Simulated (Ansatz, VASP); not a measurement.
Two plane-wave programs on Te2Mo

```
Te Mo
1.0
     3.46225    0.00000    0.00000
    -1.73112    2.99839    0.00000
     0.00000    0.00000   19.62070
Te Mo
2 1
Direct
  0.66667 0.33333 0.40773
  0.66667 0.33333 0.59227
  0.33333 0.66667 0.50000
```

Alike in both runs: task single point; functional PBEsol; k mesh 12 × 12 × 1; occupations gaussian, width 0.03 eV; no spin polarisation.

|  | VASP | Ansatz |
| --- | --- | --- |
| version | VASP 6.6.1 | Ansatz 0.2.0 |
| potentials or method | VASP PAW PBE potentials, release 64 (Te, Mo_sv), cutoff 400 eV | scalar-relativistic, plane waves, PAW |
| valence electrons in the cell | 26 | 46 |

```csv
,VASP,Ansatz,Ansatz less VASP
gap on the k mesh at the Fermi level (eV),1.27,1.27,+0.001
least direct gap on the mesh (eV),1.27,1.27,+0.001
rms of the force components (eV/Å),0.044,0.029,-0.0150
```

VASP's potentials were made for PBE, not for PBEsol, and Ansatz warns of the same on its side. VASP's potentials hold 26 valence electrons a cell and Ansatz's 46, so a difference there can come from the potentials and not from the codes. Ansatz's warnings: xc potential rough in thin density.

Neither program's run includes spin-orbit coupling.
